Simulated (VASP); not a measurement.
# Al12N in VASP: notebook

Runs on Al12N. Level: PBE. Tasks: single point.

Program: VASP 6.6.1. These are calculated values, not measurements. Logs are shortened: lines on timing, memory, paths and dates and some standing lists are left out, and cuts for length are marked.

## 1. The cell of the first run

The cell holds a slab with vacuum, 13 atoms: a = 5.714 Å, b = 5.714 Å, c = 20.102 Å, α = 90.00°, β = 90.00°, γ = 120.00°.

## 2. Single point, PBE

Input file INCAR:

```
SYSTEM = Al12N
  PREC = Accurate
  ENCUT = 520
  EDIFF = 1E-7
  ISMEAR = 0
  SIGMA = 0.1
  LREAL = .FALSE.
  LASPH = .TRUE.
  NELM = 60
  ALGO = Normal
  ISIF = 2
  LWAVE = .FALSE.
  LCHARG = .FALSE.
  LDIPOL = .TRUE.
  IDIPOL = 3
  DIPOL = 0.5 0.5 0.329
  GGA = PE
  NBANDS = 32
```

Input file KPOINTS:

```
regular mesh
0
G
  6 6 1
  0 0 0
```

Input file POSCAR:

```
Al12N
1.0
    5.7143028096      0.0000000000      0.0000000000
   -2.8571514048      4.9487313980      0.0000000000
    0.0000000000      0.0000000000     20.1016425062
Al N
12 1
Direct
    0.3333333333      0.1666666667      0.1989887144
    0.3333333333      0.6666666667      0.1989887144
    0.8333333333      0.1666666667      0.1989887144
    0.8333333333      0.6666666667      0.1989887144
    0.1666666667      0.3333333333      0.3134533093
    0.1666666667      0.8333333333      0.3134533093
    0.6666666667      0.3333333333      0.3134533093
    0.6666666667      0.8333333333      0.3134533093
    0.0000000000      0.0000000000      0.4279074460
    0.0000000000      0.5000000000      0.4279074460
    0.5000000000      0.0000000000      0.4279074460
    0.5000000000      0.5000000000      0.4279074460
    0.0000000000      0.0000000000      0.5153867960
```

Potentials or basis: VASP PAW PBE potentials, release 64 (Al, N).

Launch:

```
cat potpaw_PBE.64/Al/POTCAR potpaw_PBE.64/N/POTCAR > POTCAR
mpirun -np 1 vasp_std > vasp.out
```

OUTCAR:

```text
SYSTEM = Al12N
   PREC = Accurate
   ENCUT = 520
   EDIFF = 1E-7
   ISMEAR = 0
   LREAL = .FALSE.
   LASPH = .TRUE.
   NELM = 60
   ISIF = 2
   GGA = PE

 ion  position               nearest neighbor table
   1  0.333  0.167  0.199-   5 2.83   6 2.83   7 2.83   4 2.86   2 2.86   2 2.86   4 2.86   3 2.86
                             3 2.86
   2  0.333  0.667  0.199-   6 2.83   5 2.83   8 2.83   3 2.86   1 2.86   1 2.86   3 2.86   4 2.86
                             4 2.86
   3  0.833  0.167  0.199-   7 2.83   8 2.83   5 2.83   4 2.86   2 2.86   4 2.86   2 2.86   1 2.86
                             1 2.86
   4  0.833  0.667  0.199-   8 2.83   7 2.83   6 2.83   3 2.86   1 2.86   3 2.86   1 2.86   2 2.86
                             2 2.86
   5  0.167  0.333  0.313-   9 2.83  12 2.83  10 2.83   1 2.83   2 2.83   3 2.83   8 2.86   6 2.86
                             6 2.86   8 2.86   7 2.86   7 2.86
   6  0.167  0.833  0.313-  10 2.83  11 2.83   9 2.83   2 2.83   1 2.83   4 2.83   7 2.86   5 2.86
                             5 2.86   7 2.86   8 2.86   8 2.86
   7  0.667  0.333  0.313-  11 2.83  10 2.83  12 2.83   3 2.83   4 2.83   1 2.83   8 2.86   6 2.86
                             8 2.86   6 2.86   5 2.86   5 2.86
   8  0.667  0.833  0.313-  12 2.83   9 2.83  11 2.83   4 2.83   3 2.83   2 2.83   7 2.86   5 2.86
                             7 2.86   5 2.86   6 2.86   6 2.86
   9  0.000  0.000  0.428-  13 1.76   5 2.83   8 2.83   6 2.83  12 2.86  10 2.86  10 2.86  12 2.86
                            11 2.86  11 2.86
  10  0.000  0.500  0.428-   6 2.83   7 2.83   5 2.83   9 2.86  11 2.86   9 2.86  11 2.86  12 2.86
                            12 2.86
  11  0.500  0.000  0.428-   7 2.83   6 2.83   8 2.83  10 2.86  12 2.86  12 2.86  10 2.86   9 2.86
                             9 2.86
  12  0.500  0.500  0.428-   8 2.83   5 2.83   7 2.83   9 2.86  11 2.86  11 2.86   9 2.86  10 2.86
                            10 2.86
  13  0.000  0.000  0.515-   9 1.76

  LATTYP: Found a hexagonal cell.
 ALAT       =     5.7143028096
 C/A-ratio  =     3.5177769145

  Lattice vectors:

 A1 = (   5.7143028096,   0.0000000000,   0.0000000000)
 A2 = (  -2.8571514048,   4.9487313980,   0.0000000000)
 A3 = (   0.0000000000,   0.0000000000,  20.1016425062)

Analysis of symmetry for initial positions (statically):
=====================================================================
 Subroutine PRICEL returns:
 Original cell was already a primitive cell.

 Routine SETGRP: Setting up the symmetry group for a
 hexagonal supercell.

 Subroutine GETGRP returns: Found  6 space group operations
 (whereof  6 operations were pure point group operations)
 out of a pool of 24 trial point group operations.

The static configuration has the point symmetry C_3v.

Analysis of symmetry for dynamics (positions and initial velocities):
=====================================================================
 Subroutine PRICEL returns:
 Original cell was already a primitive cell.
[... 140 lines left out ...]
   IVDW    =     0    specifies the selected vdW correction
   LEPSILON=     F    determine dielectric tensor
   LRPA    =     F    only Hartree local field effects (RPA)
 non-spin polarized calculation
 Gauss-broadening in eV      SIGMA  =   0.10
  energy-cutoff  :      520.00
  volume of cell :      568.45
 maximum number of plane-waves:     15351
   NGX = 21   NGY = 21   NGZ = 75

 dipolmoment           0.000000      0.000000     -0.118744 electrons x Angstroem

 number of electron      41.0000001 magnetization

 dipolmoment           0.000000      0.000000      0.379638 electrons x Angstroem

 Free energy of the ion-electron system (eV)
  ---------------------------------------------------
  ext. energy  EPLUGINS =         0.00000000
  ---------------------------------------------------
  free energy    TOTEN  =       -47.33917506 eV

  energy without entropy =      -47.30272349  energy(sigma->0) =      -47.32094928

 E-fermi :  -0.3941     XC(G=0):  -4.6043

 val. band max:       -0.4684249009   @ k =   0.1667   0.0000   0.0000
 cond. band min:      -0.3769986502   @ k =   0.3333   0.1667   0.0000
 fundamental gap:      0.0914262507
 Fermi energy:        -0.3940952982

 k-point     1 :       0.0000    0.0000    0.0000
  band No.  band energies     occupation
      1     -12.9153      2.00000
      2     -10.9387      2.00000
      3      -9.1139      2.00000
      4      -6.3091      2.00000
      5      -5.1343      2.00000
      6      -5.1343      2.00000
[... 234 lines left out ...]
     31       2.7526      0.00000
     32       3.0175      0.00000

------------------------ aborting loop because EDIFF is reached ----------------------------------------

 vacuum level on the upper side and lower side of the slab       (xc-potential included)         1.125        -1.245

  FORCE on cell =-STRESS in cart. coord.  units (eV):
  Direction    XX          YY          ZZ          XY          YZ          ZX
  --------------------------------------------------------------------------------------
  -------------------------------------------------------------------------------------
  Total       -3.9809858     -3.9809858      1.5223962     -0.0000000      0.0000000      0.0000000
  in kB      -11.2205083    -11.2205083      4.2909117     -0.0000000      0.0000000      0.0000000
  external PRESSURE =      -6.0500349 kB  Pullay stress =       0.0000000 kB

 VOLUME and BASIS-vectors are now :
 -----------------------------------------------------------------------------
  energy-cutoff  :      520.00
  volume of cell :      568.45
      direct lattice vectors                 reciprocal lattice vectors
     5.714302810  0.000000000  0.000000000     0.174999476  0.101035995  0.000000000
    -2.857151405  4.948731398  0.000000000     0.000000000  0.202071990  0.000000000
     0.000000000  0.000000000 20.101642506     0.000000000  0.000000000  0.049747179

 POSITION                                       TOTAL-FORCE (eV/Angst)
 -----------------------------------------------------------------------------------
      1.42858      0.82479      4.00000        -0.001853     -0.001070     -0.123496
     -0.00000      3.29915      4.00000         0.000000      0.000000     -0.092757
      4.28573      0.82479      4.00000         0.001853     -0.001070     -0.123496
      2.85715      3.29915      4.00000         0.000000      0.002140     -0.123496
      0.00000      1.64958      6.30093         0.000000     -0.076386      0.099006
     -1.42858      4.12394      6.30093        -0.066152      0.038193      0.099006
      2.85715      1.64958      6.30093        -0.000000      0.000000     -0.017340
      1.42858      4.12394      6.30093         0.066152      0.038193      0.099006
      0.00000      0.00000      8.60164         0.000000      0.000000     -0.817334
     -1.42858      2.47437      8.60164         0.109131      0.063007      0.327587
      2.85715      0.00000      8.60164         0.000000     -0.126013      0.327587
      1.42858      2.47437      8.60164        -0.109131      0.063007      0.327587
      0.00000      0.00000     10.36012         0.000000      0.000000      0.018140
 -----------------------------------------------------------------------------------
    total drift:                                0.000000     -0.000000     -0.000231

  FREE ENERGIE OF THE ION-ELECTRON SYSTEM (eV)
  ---------------------------------------------------
  free  energy   TOTEN  =       -47.3391750575 eV

  energy  without entropy=      -47.3027234926  energy(sigma->0) =      -47.32094928

 vacuum level on the upper side and lower side of the slab         5.922         3.490
```

stdout:

```text
POSCAR found type information on POSCAR AlN
 POSCAR found :  2 types and      13 ions
 scaLAPACK will be used
 LDA part: xc-table for (Slater+PW92), standard interpolation
 POSCAR, INCAR and KPOINTS ok, starting setup
 FFT: planning ... GRIDC
 FFT: planning ... GRID_SOFT
 FFT: planning ... GRID
 WAVECAR not read
 entering main loop
```

Wall time 4.1 min (1 thread of Intel Xeon 6975P-C (Granite Rapids), shared host); peak memory 0.56 GiB.

Results:

```yaml
Free_energy: -47.3392 eV
Largest_force: 0.817 eV/Å
```

Forces on the atoms (eV/Å):
```
Al  -0.002 -0.001 -0.123
Al   0.000  0.000 -0.093
Al   0.002 -0.001 -0.123
Al   0.000  0.002 -0.123
Al   0.000 -0.076  0.099
Al  -0.066  0.038  0.099
Al   0.000  0.000 -0.017
Al   0.066  0.038  0.099
Al   0.000  0.000 -0.817
Al   0.109  0.063  0.328
Al   0.000 -0.126  0.328
Al  -0.109  0.063  0.328
N    0.000  0.000  0.018
```

## 3. Single point, PBE

Input file INCAR:

```
SYSTEM = Al12N
ALGO     = Normal         ! electronic algorithm
DIPOL    = 0.5 0.5 0.325
EDIFF    = 1E-6           ! SCF threshold, eV
ENCUT    = 520            ! plane-wave cutoff, eV
GGA      = PE             ! functional
IDIPOL   = 3            
ISIF     = 2              ! what is computed and relaxed
ISMEAR   = 0              ! smearing method
LASPH    = .True.         ! aspherical terms in the spheres
LCHARG   = .False.        ! write CHGCAR
LDIPOL   = .True.       
LREAL    = .False.        ! projectors in reciprocal space
LWAVE    = .False.        ! write WAVECAR
NBANDS   = 32             ! bands
NELM     = 100            ! most SCF steps
PREC     = Accurate       ! precision mode
SIGMA    = 0.1            ! smearing width, eV
```

Input file KPOINTS:

```
k-points
0
Gamma
  6 6 1
  0 0 0
```

POSCAR: that of step 2 with these lines changed.

```diff
@@ -20,2 +20,2 @@
     0.5000000000      0.5000000000      0.4279074460
-    0.0000000000      0.0000000000      0.5153867960
+    0.1666666667      0.3333333333      0.4691334221
```

Potentials or basis: VASP PAW PBE potentials, release 64 (Al, N).

Launch:

```
cat potpaw_PBE.64/Al/POTCAR potpaw_PBE.64/N/POTCAR > POTCAR
mpirun -np 1 vasp_std > vasp.out
```

It took 3.2 min on 1 thread of Intel Xeon 6975P-C (Granite Rapids), shared host; peak memory 0.58 GiB.

It converged, with:

| Item | Value |
| --- | --- |
| Free energy | -51.2557 eV |
| Largest force | 0.796 eV/Å |

Forces on the atoms (eV/Å):
```
Al  -0.074  0.043 -0.186
Al   0.000 -0.085 -0.186
Al   0.074  0.043 -0.186
Al   0.000  0.000 -0.282
Al   0.000  0.000 -0.359
Al   0.008  0.005  0.206
Al   0.000 -0.009  0.206
Al  -0.008  0.005  0.206
Al   0.000 -0.737  0.301
Al  -0.638  0.368  0.301
Al   0.000  0.000 -0.317
Al   0.638  0.368  0.301
N    0.000  0.000 -0.004
```

Levels at points of the mesh, in eV from the Fermi level:
| k point | band 18 | band 19 | band 20 | band 21 | band 22 | band 23 |
| --- | --- | --- | --- | --- | --- | --- |
| (0.00, 0.00, 0.00) | -1.92 | -1.92 | -1.25 | -0.46 | -0.24 | -0.24 |
| (0.50, 0.00, 0.00) | -0.60 | -0.52 | -0.29 | 0.06 | 0.06 | 1.10 |

## 4. Single point, PBE

Input file INCAR:

```
SYSTEM = Al12N
PREC = Accurate
ENCUT = 520
EDIFF = 1E-6
ISMEAR = 0
SIGMA = 0.1
LREAL = .FALSE.
LASPH = .TRUE.
NELM = 100
ALGO = Normal
ISIF = 2
LWAVE = .FALSE.
LCHARG = .TRUE.
LDIPOL = .TRUE.
IDIPOL = 3
DIPOL = 0.5 0.5 0.325
GGA = PE
LELF = .TRUE.
LVHAR = .TRUE.
LVACPOTAV = .TRUE.
NBANDS = 32
```

Input file KPOINTS:

```
regular mesh
0
G
  6 6 1
  0 0 0
```

POSCAR: that of step 3 with these lines changed.

```diff
@@ -20,2 +20,2 @@
     0.5000000000      0.5000000000      0.4279074460
-    0.1666666667      0.3333333333      0.4691334221
+    0.3333333333      0.1666666667      0.4694093973
```

Launch:

```
cat potpaw_PBE.64/Al/POTCAR potpaw_PBE.64/N/POTCAR > POTCAR
mpirun -np 1 vasp_std > vasp.out
```

It took 3.5 min on 1 thread of Intel Xeon 6975P-C (Granite Rapids), shared host; peak memory 0.58 GiB.

Results (log left out):

* Free energy: -51.5175 eV
* Largest force: 0.474 eV/Å

Forces in eV/Å, atoms in the order of the input:
```
Al   0.000  0.000 -0.157
Al   0.012  0.007 -0.117
Al   0.000 -0.014 -0.117
Al  -0.012  0.007 -0.117
Al  -0.059  0.034 -0.083
Al   0.000 -0.068 -0.083
Al   0.059  0.034 -0.083
Al   0.000  0.000 -0.023
Al  -0.238 -0.137  0.386
Al   0.000  0.000 -0.382
Al   0.238 -0.137  0.386
Al   0.000  0.275  0.386
N    0.000  0.000  0.005
```

Levels at points of the mesh, in eV from the Fermi level:
```tsv
k point	band 19	band 20	band 21	band 22	band 23	band 24
(0.00, 0.00, 0.00)	-1.98	-0.99	-0.19	-0.19	-0.06	1.27
(0.50, 0.00, 0.00)	-0.34	-0.12	-0.07	0.54	1.05	1.54
```
